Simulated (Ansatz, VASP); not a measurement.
## RbCl: VASP beside Ansatz

File INCAR:

```
PREC = Accurate ; ENCUT = 400
EDIFF = 1E-6 ; ISMEAR = 0
SIGMA = 0.15 ; LREAL = False
LASPH = True ; NELM = 120
ALGO = Normal ; ISIF = 2
LWAVE = False ; LCHARG = True
LDIPOL = True ; IDIPOL = 3
DIPOL = 0.5 0.5 0.500 ; GGA = PE
LELF = True ; LVHAR = True
LVACPOTAV = True ; NBANDS = 24
GGA_COMPAT = False ; NELMDL = -8
```

The input KPOINTS:

```
Automatic mesh
0
Gamma
  4 4 1
```

File POSCAR:

```
RbCl
1.0
    4.6301352032      0.0000000000      0.0000000000
    0.0000000000      4.6301352032      0.0000000000
    0.0000000000      0.0000000000     16.2740000000
Rb Cl
2 2
Direct
    0.0000000000      0.0000000000      0.3994101020
    0.5000000000      0.5000000000      0.6005898980
    0.5000000000      0.5000000000      0.3994101020
    0.0000000000      0.0000000000      0.6005898980
```

Input for Ansatz:

```yaml
crystal:
  lattice:
    - [4.630135203209513, 0.0, 0.0]
    - [-1.6354589469209264e-16, 4.630135203209513, 0.0]
    - [0.0, -0.0, 16.274]
  atoms:
    - { symbol: Rb, position: [0.0, 0.0, 0.3994101020031953] }
    - { symbol: Cl, position: [0.5, 0.4999999999999999, 0.3994101020031953] }
    - { symbol: Rb, position: [0.49999999999999994, 0.5000000000000001, 0.6005898979968047] }
    - { symbol: Cl, position: [0.0, 0.0, 0.6005898979968047] }
basis:
  ecutwfc: 510.0
kpoints:
  mp_grid:
    grid: [4, 4, 1]
hamiltonian:
  xc: pbe
efield:
  axis: 3
  dipole_correction: true
scf:
  convergence:
    dr2_threshold: 1.0e-09
  occupations:
    method: gaussian
    width: 0.15
```

Alike in both runs: task single point; functional PBE; k mesh 4 × 4 × 1; occupations gaussian, width 0.15 eV; no spin polarisation.

```csv
,VASP,Ansatz
version,VASP 6.6.1,Ansatz 0.2.0
potentials or method,"VASP PAW PBE potentials, release 64 (Rb_sv, Cl), cutoff 400 eV","plane waves, PAW"
valence electrons in the cell,32,32
```

```csv
,VASP,Ansatz,Ansatz less VASP
gap on the k mesh at the Fermi level (eV),4.74,4.74,+0.004
```
